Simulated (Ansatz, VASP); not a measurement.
Two plane-wave programs on Re

Contents of INCAR:

```
ALGO = Normal
EDIFF = 1E-6
ENCUT = 520
GGA = RP
ISIF = 2
ISMEAR = -1
LASPH = T
LCHARG = T
LELF = T
LREAL = F
LVHAR = T
LWAVE = F
NBANDS = 10
NELM = 100
PREC = Accurate
SIGMA = 0.1
```

KPOINTS

```
k-points
0
Gamma
  15 15 15
```

Contents of POSCAR:

```
Re
1.0
    0.0000000000      2.0157371814      2.0157371814
    2.0157371814      0.0000000000      2.0157371814
    2.0157371814      2.0157371814      0.0000000000
Re
1
Direct
    0.0000000000      0.0000000000      0.0000000000
```

Input for Ansatz:

```yaml
crystal:
  lattice:
    - [0.0, 2.0157371814, 2.0157371814]
    - [2.0157371814, 0.0, 2.0157371814]
    - [2.0157371814, 2.0157371814, 0.0]
  atoms:
    - { symbol: Re, position: [0.0, 0.0, 0.0] }
hamiltonian:
  xc: rpbe
  pseudopotentials:
    kind: paw
    azcp:
      Re: "pseudopotentials/Re.paw.azcp"
basis:
  ecutwfc: 420
  fft_grid_basis: typed
kpoints:
  mp_grid: { grid: [15, 15, 15], shift: [0, 0, 0] }
magnetization:
  spin_polarized: false
scf:
  occupations: { method: fermi_dirac, width: 0.1 }
  lower_state_search: "off"
output:
  stress: true
```

Alike in both runs: task single point; functional RPBE; k mesh 15 × 15 × 15; occupations fermi-dirac, width 0.1 eV; no spin polarisation.

|  | VASP | Ansatz |
| --- | --- | --- |
| version | VASP 6.6.1 | Ansatz 0.2.0 |
| potentials or method | VASP PAW PBE potentials, release 64 (Re), cutoff 520 eV | plane waves (420 eV) with PAW, scalar-relativistic |
| valence electrons in the cell | 7 | 15 |

|  | VASP | Ansatz | Ansatz less VASP |
| --- | --- | --- | --- |
| pressure (GPa) | -23.6 | -22.6 | +0.92 |

VASP's potentials were made for PBE, not for RPBE. The functional is the same, so the differences come from potentials, cutoffs and numerics. VASP's potentials hold 7 valence electrons a cell and Ansatz's 15, so a difference there can come from the potentials and not from the codes.

Spin-orbit coupling is off throughout.
